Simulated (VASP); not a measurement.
# NaH (Pm-3m) in VASP: a series of runs

Runs on NaH. Level: r2SCAN. Tasks: single point.

Program: VASP 6.6.1. These are calculated values, not measurements. Logs are shortened: lines on timing, memory, paths and dates and some standing lists are left out, and cuts for length are marked.

## 1. The cell of the first run

It takes space group Pm-3m (No. 221, cubic). Conventional cell: a = 2.873 Å, b = 2.873 Å, c = 2.873 Å, α = 90.00°, β = 90.00°, γ = 90.00°. Within 3.3 Å of Na (site symmetry m-3m) lie 8 H at 2.49 Å and 6 Na at 2.87 Å. H (site symmetry m-3m) has 8 Na at 2.49 Å and 6 H at 2.87 Å within 3.3 Å.

## 2. Single point, r2SCAN (volume changed by -6%)

File POSCAR:

```
NaH
1.0
    2.8725296847      0.0000000000      0.0000000000
    0.0000000000      2.8725296847      0.0000000000
    0.0000000000      0.0000000000      2.8725296847
Na H
1 1
Direct
    0.0000000000      0.0000000000      0.0000000000
    0.5000000000      0.5000000000      0.5000000000
```

File INCAR.step1:

```
ALGO     = Normal         # electronic algorithm
EDIFF    = 1E-4           # SCF threshold, eV
ENCUT    = 520            # plane-wave cutoff, eV
GGA      = PE             # functional
ISMEAR   = 0              # smearing method
LASPH    = T              # aspherical terms in the spheres
LCHARG   = F              # write CHGCAR
LREAL    = F              # projectors in reciprocal space
LWAVE    = T              # write WAVECAR
NBANDS   = 11             # bands
NELM     = 100            # most SCF steps
PREC     = Accurate       # precision mode
SIGMA    = 0.01           # smearing width, eV
```

File INCAR.step2:

```
ALGO     = Normal         # electronic algorithm
EDIFF    = 1E-6           # SCF threshold, eV
ENCUT    = 520            # plane-wave cutoff, eV
ISIF     = 2              # what is computed and relaxed
ISMEAR   = 0              # smearing method
ISTART   = 1            
LASPH    = T              # aspherical terms in the spheres
LCHARG   = T              # write CHGCAR
LELF     = T              # ELF
LMIXTAU  = T            
LREAL    = F              # projectors in reciprocal space
LVHAR    = T            
LWAVE    = F              # write WAVECAR
METAGGA  = R2SCAN         # meta-GGA
NBANDS   = 11             # bands
NELM     = 100            # most SCF steps
PREC     = Accurate       # precision mode
SIGMA    = 0.01           # smearing width, eV
```

File KPOINTS:

```
k-points
0
Gamma
  8 8 8
```

Potentials or basis: VASP PAW PBE potentials, release 64 (Na_pv, H).

Launch:

```bash
cat potpaw_PBE.64/Na_pv/POTCAR potpaw_PBE.64/H/POTCAR > POTCAR
cp INCAR.step1 INCAR
mpirun -np 1 vasp_std > vasp.out
cp INCAR.step2 INCAR
mpirun -np 1 vasp_std > vasp.out
```

OUTCAR:

```text
EDIFF = 1E-6
   ENCUT = 520
   ISIF = 2
   ISMEAR = 0
   ISTART = 1
   LASPH = T
   LREAL = F
   METAGGA = R2SCAN
   NELM = 100
   PREC = Accurate

 ion  position               nearest neighbor table
   1  0.000  0.000  0.000-
   2  0.500  0.500  0.500-

  LATTYP: Found a simple cubic cell.
 ALAT       =     2.8725296847

  Lattice vectors:

 A1 = (   2.8725296847,   0.0000000000,   0.0000000000)
 A2 = (   0.0000000000,   2.8725296847,   0.0000000000)
 A3 = (   0.0000000000,   0.0000000000,   2.8725296847)

Analysis of symmetry for initial positions (statically):
=====================================================================
 Subroutine PRICEL returns:
 Original cell was already a primitive cell.

 Routine SETGRP: Setting up the symmetry group for a
 simple cubic supercell.

 Subroutine GETGRP returns: Found 48 space group operations
 (whereof 48 operations were pure point group operations)
 out of a pool of 48 trial point group operations.

The static configuration has the point symmetry O_h .

Analysis of symmetry for dynamics (positions and initial velocities):
=====================================================================
 Subroutine PRICEL returns:
 Original cell was already a primitive cell.

 Routine SETGRP: Setting up the symmetry group for a
 simple cubic supercell.

 Subroutine GETGRP returns: Found 48 space group operations
 (whereof 48 operations were pure point group operations)
 out of a pool of 48 trial point group operations.

The dynamic configuration has the point symmetry O_h .

 Subroutine INISYM returns: Found 48 space group operations
 (whereof 48 operations are pure point group operations),
 and found     1 'primitive' translations

----------------------------------------------------------------------------------------

                                     Primitive cell

  volume of cell :      23.7025

  direct lattice vectors                    reciprocal lattice vectors
     2.872529685  0.000000000  0.000000000     0.348125210  0.000000000  0.000000000
     0.000000000  2.872529685  0.000000000     0.000000000  0.348125210  0.000000000
     0.000000000  0.000000000  2.872529685     0.000000000  0.000000000  0.348125210

  length of vectors
     2.872529685  2.872529685  2.872529685     0.348125210  0.348125210  0.348125210

  position of ions in fractional coordinates (direct lattice)
     0.000000000  0.000000000  0.000000000
     0.500000000  0.500000000  0.500000000

  ion indices of the primitive-cell ions
   primitive index   ion index
                 1           1
                 2           2

----------------------------------------------------------------------------------------

 KPOINTS: k-points

Automatic generation of k-mesh.
 Grid dimensions read from file:
 generate k-points for:    8    8    8

 Generating k-lattice:

  Cartesian coordinates                     Fractional coordinates (reciprocal lattice)
     0.043515651  0.000000000  0.000000000     0.125000000  0.000000000  0.000000000
     0.000000000  0.043515651  0.000000000     0.000000000  0.125000000  0.000000000
     0.000000000  0.000000000  0.043515651     0.000000000  0.000000000  0.125000000

  Length of vectors
     0.043515651  0.043515651  0.043515651

  Shift w.r.t. Gamma in fractional coordinates (k-lattice)
     0.000000000  0.000000000  0.000000000

 Subroutine IBZKPT returns following result:
 ===========================================

 Found     35 irreducible k-points:

 Following reciprocal coordinates:
            Coordinates               Weight
  0.000000  0.000000  0.000000      1.000000
  0.125000  0.000000  0.000000      6.000000
  0.250000  0.000000  0.000000      6.000000
  0.375000  0.000000  0.000000      6.000000
  0.500000  0.000000  0.000000      3.000000
  0.125000  0.125000  0.000000     12.000000
[... 16 lines left out ...]
  0.375000  0.375000  0.125000     24.000000
  0.500000  0.375000  0.125000     24.000000
 [... further k-points ...]
   k-points           NKPTS =     35   k-points in BZ     NKDIM =     35   number of bands    NBANDS=     11
   number of dos      NEDOS =    301   number of ions     NIONS =      2
   total plane-waves  NPLWV =  13824
   dimension x,y,z NGX =    24 NGY =   24 NGZ =   24
   dimension x,y,z NGXF=    48 NGYF=   48 NGZF=   48
   ions per type =               1   1
   NGX,Y,Z   is equivalent  to a cutoff of  13.89, 13.89, 13.89 a.u.
   NGXF,Y,Z  is equivalent  to a cutoff of  27.78, 27.78, 27.78 a.u.
 SYSTEM =  unknown system
   PREC   = accura    normal or accurate (medium, high low for compatibility)
   ISTART =      1    job   : 0-new  1-cont  2-samecut
   ICHARG =      0    charge: 1-file 2-atom 10-const
   ISPIN  =      1    spin polarized calculation?
   LNONCOLLINEAR =      F non collinear calculations
   LSORBIT =      F    spin-orbit coupling
   LASPH  =      T    aspherical Exc in radial PAW
   ENCUT  =  520.0 eV  38.22 Ry    6.18 a.u.   5.34  5.34  5.34*2*pi/ulx,y,z
   NELM   =    100;   NELMIN=  2; NELMDL=  0     # of ELM steps
   EDIFF  = 0.1E-05   stopping-criterion for ELM
   LREAL  =      F    real-space projection
   EDIFFG = 0.1E-04   stopping-criterion for IOM
   NSW    =      0    number of steps for IOM
   IBRION =     -1    ionic relax: 0-MD 1-quasi-New 2-CG
   NFREE  =      0    steps in history (QN), initial steepest desc. (CG)
   ISIF   =      2    stress and relaxation
   ISYM   =      2    0-nonsym 1-usesym 2-fastsym
   POTIM  = 0.5000    time-step for ionic-motion
   TEBEG  =    0.0;   TEEND  =   0.0 temperature during run
   PSTRESS=    0.0 pullay stress
   NELECT =       8.0000    total number of electrons
   NUPDOWN=      -1.0000    fix difference up-down
   EMIN   =  10.00;   EMAX   =-10.00  energy-range for DOS
   EFERMI =   0.00;   METHOD = LEGACY
   ISMEAR =     0;   SIGMA  =   0.01  broadening in eV -4-tet -1-fermi 0-gaus
   EFERMI_NEDOS =   21; number of points for ismear=-14 and -15
   IALGO  =     38    algorithm
   IMIX   =      4    mixing-type and parameters
     AMIX     =   0.40;   BMIX     =  1.00
     AMIX_MAG =   1.60;   BMIX_MAG =  1.00
  volume/ion in A,a.u.               =      11.85        79.98
  Fermi-wavevector in a.u.,A,eV,Ry     =   1.139831  2.153967 17.676876  1.299214
  Thomas-Fermi vector in A             =   2.276534
   LORBIT       =      0    0 simple, 1 ext, 2 COOP (PROOUT), +10 PAW based schemes
   METAGGA = R2SCAN    functional components
   LHFCALC =     F    Hartree Fock is set to
   AEXX    =    0.0000 exact exchange contribution
   IVDW    =     0    specifies the selected vdW correction
   LEPSILON=     F    determine dielectric tensor
   LRPA    =     F    only Hartree local field effects (RPA)
 non-spin polarized calculation
 Gauss-broadening in eV      SIGMA  =   0.01
  energy-cutoff  :      520.00
  volume of cell :       23.70
 maximum number of plane-waves:       656
 NGX is ok and might be reduce to    24
   NGX = 11   NGY = 11   NGZ = 11

 number of electron       7.9999997 magnetization

 Free energy of the ion-electron system (eV)
  ---------------------------------------------------
  ext. energy  EPLUGINS =         0.00000000
  ---------------------------------------------------
  free energy    TOTEN  =        -7.28750788 eV

  energy without entropy =       -7.28750788  energy(sigma->0) =       -7.28750788

 E-fermi :   1.7324     XC(G=0):  -8.8996

 val. band max:        1.5140183487   @ k =   0.5000   0.5000   0.5000
 cond. band min:       3.1280074927   @ k =   0.5000   0.0000   0.0000
 fundamental gap:      1.6139891440
 Fermi energy:         1.7323842419

 k-point     1 :       0.0000    0.0000    0.0000
  band No.  band energies     occupation
      1     -23.9941      2.00000
      2     -23.9941      2.00000
      3     -23.9941      2.00000
      4      -4.8628      2.00000
      5      11.9608      0.00000
      6      13.4351      0.00000
      7      13.4351      0.00000
      8      15.4346      0.00000
      9      15.4346      0.00000
     10      15.4346      0.00000
     11      29.2294      0.00000

 k-point     2 :       0.1250    0.0000    0.0000
  band No.  band energies     occupation
      1     -24.0262      2.00000
      2     -23.9913      2.00000
      3     -23.9913      2.00000
      4      -4.6000      2.00000
      5       9.9694      0.00000
      6      12.7997      0.00000
      7      13.7127      0.00000
      8      15.6093      0.00000
      9      15.6093      0.00000
     10      18.6939      0.00000
     11      27.2736      0.00000

 k-point     3 :       0.2500    0.0000    0.0000
  band No.  band energies     occupation
      1     -24.1027      2.00000
      2     -23.9846      2.00000
      3     -23.9846      2.00000
      4      -3.8569      2.00000
      5       6.7877      0.00000
      6      13.2979      0.00000
      7      14.5319      0.00000
      8      16.1054      0.00000
      9      16.1054      0.00000
     10      23.1684      0.00000
     11      24.3501      0.00000

 k-point     4 :       0.3750    0.0000    0.0000
  band No.  band energies     occupation
      1     -24.1784      2.00000
      2     -23.9778      2.00000
      3     -23.9778      2.00000
      4      -2.8353      2.00000
      5       4.2459      0.00000
      6      13.9291      0.00000
      7      15.8071      0.00000
      8      16.7837      0.00000
      9      16.7837      0.00000
     10      21.3335      0.00000
     11      22.6136      0.00000

 k-point     5 :       0.5000    0.0000    0.0000
  band No.  band energies     occupation
      1     -24.2094      2.00000
      2     -23.9750      2.00000
      3     -23.9750      2.00000
      4      -2.2272      2.00000
      5       3.1280      0.00000
      6      14.2240      0.00000
      7      16.8154      0.00000
      8      17.1761      0.00000
      9      17.1761      0.00000
     10      19.7443      0.00000
     11      21.7649      0.00000
[... 211 lines left out ...]
 k-point    21 :       0.3750    0.2500    0.1250
  band No.  band energies     occupation
      1     -24.1555      2.00000
      2     -24.0738      2.00000
      3     -23.9971      2.00000
      4      -1.8213      2.00000
      5       5.5593      0.00000
      6       9.1709      0.00000
      7      12.9395      0.00000
      8      15.1750      0.00000
      9      19.2368      0.00000
     10      20.7546      0.00000
     11      23.5828      0.00000

 k-point    22 :       0.5000    0.2500    0.1250
  band No.  band energies     occupation
      1     -24.1846      2.00000
      2     -24.0698      2.00000
      3     -23.9941      2.00000
      4      -1.3148      2.00000
      5       4.5647      0.00000
      6       9.7770      0.00000
      7      13.5922      0.00000
      8      13.9680      0.00000
      9      18.4310      0.00000
     10      20.8792      0.00000
     11      24.7221      0.00000

 k-point    23 :       0.3750    0.3750    0.1250
  band No.  band energies     occupation
      1     -24.1456      2.00000
      2     -24.1399      2.00000
      3     -23.9902      2.00000
      4      -1.0488      2.00000
      5       6.3997      0.00000
      6       7.1766      0.00000
      7      12.3238      0.00000
      8      14.3798      0.00000
      9      19.4737      0.00000
     10      19.8533      0.00000
     11      23.6170      0.00000

 k-point    24 :       0.5000    0.3750    0.1250
  band No.  band energies     occupation
      1     -24.1711      2.00000
      2     -24.1376      2.00000
      3     -23.9873      2.00000
      4      -0.6289      2.00000
      5       5.8098      0.00000
      6       7.5831      0.00000
      7      11.2709      0.00000
      8      14.8331      0.00000
      9      18.7597      0.00000
     10      19.9013      0.00000
     11      24.4561      0.00000

 [... further k-points ...]
[... 5 lines left out ...]
  --------------------------------------------------------------------------------------
  -------------------------------------------------------------------------------------
  Total        0.2258738      0.2258738      0.2258738     -0.0000000      0.0000000     -0.0000000
  in kB       15.2680251     15.2680251     15.2680251     -0.0000000      0.0000000     -0.0000000
  external PRESSURE =      15.2680251 kB  Pullay stress =       0.0000000 kB

 VOLUME and BASIS-vectors are now :
 -----------------------------------------------------------------------------
  energy-cutoff  :      520.00
  volume of cell :       23.70
      direct lattice vectors                 reciprocal lattice vectors
     2.872529685  0.000000000  0.000000000     0.348125210  0.000000000  0.000000000
     0.000000000  2.872529685  0.000000000     0.000000000  0.348125210  0.000000000
     0.000000000  0.000000000  2.872529685     0.000000000  0.000000000  0.348125210

 POSITION                                       TOTAL-FORCE (eV/Angst)
 -----------------------------------------------------------------------------------
      0.00000      0.00000      0.00000         0.000000      0.000000      0.000000
      1.43626      1.43626      1.43626         0.000000      0.000000      0.000000
 -----------------------------------------------------------------------------------
    total drift:                                0.000000      0.000000      0.000000

  FREE ENERGIE OF THE ION-ELECTRON SYSTEM (eV)
  ---------------------------------------------------
  free  energy   TOTEN  =        -7.2875078773 eV

  energy  without entropy=       -7.2875078773  energy(sigma->0) =       -7.28750788
```

Run time: 9.9 s. Hardware: 1 thread of Intel Xeon 6975P-C (Granite Rapids), shared host; peak memory 0.14 GiB.

What came out:

```yaml
Free_energy: -7.2875 eV
Pressure: 1.5 GPa
Band_gap_on_the_k_mesh: 1.61 eV, indirect (least direct gap 5.36 eV)
```

Levels at points of the mesh, in eV from the valence-band top:
```csv
k point,band 1,band 2,band 3,band 4,band 5,band 6,band 7,band 8,band 9
"(0.00, 0.00, 0.00)",-25.51,-25.51,-25.51,-6.38,10.45,11.92,11.92,13.92,13.92
"(0.50, 0.00, 0.00)",-25.72,-25.49,-25.49,-3.74,1.61,12.71,15.30,15.66,15.66
"(0.50, 0.50, 0.00)",-25.68,-25.68,-25.47,-2.00,4.97,4.97,8.18,16.41,20.21
"(0.50, 0.50, 0.50)",-25.65,-25.65,-25.65,0.00,7.39,7.39,7.39,10.65,10.65
```

Caveat: the cell differs from its parent crystal (volume changed by -6%); the PAW data sets were made with another functional, which shifts forces and pressure a little.

## 3. Single point, r2SCAN

This run uses another cell than the first one, of 12.61 Å³/atom, 1.064 times its volume.

File POSCAR:

```
NaH
1.0
    2.9323911999      0.0000000000      0.0000000000
    0.0000000000      2.9323911999      0.0000000000
    0.0000000000      0.0000000000      2.9323911999
Na H
1 1
Direct
    0.0000000000      0.0000000000      0.0000000000
    0.5000000000      0.5000000000      0.5000000000
```

File INCAR.step1:

```
SYSTEM = NaH
PREC = Accurate
ENCUT = 520
ISMEAR = 0
SIGMA = 0.01
LREAL = .FALSE.
LASPH = .TRUE.
NELM = 60
NBANDS = 11
GGA = PE
ALGO = Normal
EDIFF = 1E-4
LWAVE = .TRUE.
LCHARG = .FALSE.
```

File INCAR.step2:

```
SYSTEM = NaH
PREC = Accurate
ENCUT = 520
EDIFF = 1E-6
ISMEAR = 0
SIGMA = 0.01
LREAL = .FALSE.
LASPH = .TRUE.
NELM = 60
ALGO = Normal
ISIF = 2
LWAVE = .FALSE.
LCHARG = .TRUE.
METAGGA = R2SCAN
LMIXTAU = .TRUE.
LELF = .TRUE.
LVHAR = .TRUE.
NBANDS = 11
ISTART = 1
```

File KPOINTS:

```
regular mesh
0
G
  8 8 8
  0 0 0
```

Potentials or basis: VASP PAW PBE potentials, release 64 (Na_pv, H).

Launch:

```bash
cat potpaw_PBE.64/Na_pv/POTCAR potpaw_PBE.64/H/POTCAR > POTCAR
cp INCAR.step1 INCAR
mpirun -np 1 vasp_std > vasp.out
cp INCAR.step2 INCAR
mpirun -np 1 vasp_std > vasp.out
```

It took 10 s on 1 thread of Intel Xeon 6975P-C (Granite Rapids), shared host; peak memory 0.14 GiB.

It converged, with:

| Quantity | Value |
| --- | --- |
| Free energy | -7.2943 eV |
| Pressure | -0.3 GPa |
| Band gap on the k mesh | 1.61 eV, indirect (least direct gap 5.17 eV) |

Levels at points of the mesh, in eV from the valence-band top:
```tsv
k point	band 1	band 2	band 3	band 4	band 5	band 6	band 7	band 8	band 9
(0.00, 0.00, 0.00)	-25.48	-25.48	-25.48	-6.07	9.89	11.68	11.68	13.46	13.46
(0.50, 0.00, 0.00)	-25.66	-25.47	-25.47	-3.56	1.61	12.15	14.92	15.24	15.24
(0.50, 0.50, 0.00)	-25.63	-25.63	-25.45	-1.86	4.86	4.86	7.86	15.86	19.63
(0.50, 0.50, 0.50)	-25.61	-25.61	-25.61	0.00	7.31	7.31	7.31	10.24	10.24
```

Caveat: the PAW data sets were made with another functional, which shifts forces and pressure a little. r2SCAN opens gaps a little over a GGA but as a rule still falls short of measured ones.

## 4. Single point, r2SCAN

This run uses another cell than the first one, of 12.61 Å³/atom, 1.064 times its volume.

POSCAR is that of step 3.

File INCAR.step1:

```
PREC = Accurate
ENCUT = 520
ISMEAR = 0
SIGMA = 0.01
LREAL = F
LASPH = T
NELM = 80
NBANDS = 11
GGA = PE
ALGO = Normal
EDIFF = 1E-4
LWAVE = T
LCHARG = F
```

File INCAR.step2:

```
PREC = Accurate
ENCUT = 520
EDIFF = 1E-6
ISMEAR = 0
SIGMA = 0.01
LREAL = F
LASPH = T
NELM = 80
ALGO = Normal
ISIF = 2
LWAVE = F
LCHARG = T
METAGGA = R2SCAN
LMIXTAU = T
LELF = T
LVHAR = T
NBANDS = 11
ISTART = 1
```

File KPOINTS:

```
regular mesh
0
Gamma
  8 8 8
```

Launch:

```bash
cat potpaw_PBE.64/Na_pv/POTCAR potpaw_PBE.64/H/POTCAR > POTCAR
cp INCAR.step1 INCAR
mpirun -np 1 vasp_std > vasp.out
cp INCAR.step2 INCAR
mpirun -np 1 vasp_std > vasp.out
```

Run time: 10 s. Hardware: 1 thread of Intel Xeon 6975P-C (Granite Rapids), shared host; peak memory 0.14 GiB.

Results (log left out):

```yaml
Free_energy: -7.2943 eV
Pressure: -0.3 GPa
Band_gap_on_the_k_mesh: 1.61 eV, indirect (least direct gap 5.17 eV)
```

Levels at points of the mesh, in eV from the valence-band top:
```tsv
k point	band 1	band 2	band 3	band 4	band 5	band 6	band 7	band 8
(0.00, 0.00, 0.00)	-25.48	-25.48	-25.48	-6.07	9.89	11.68	11.68	13.46
(0.50, 0.00, 0.00)	-25.66	-25.47	-25.47	-3.56	1.61	12.15	14.92	15.24
(0.50, 0.50, 0.00)	-25.63	-25.63	-25.45	-1.86	4.86	4.86	7.86	15.86
(0.50, 0.50, 0.50)	-25.61	-25.61	-25.61	0.00	7.31	7.31	7.31	10.24
```

Caveat: the PAW data sets were made with another functional, which shifts forces and pressure a little.
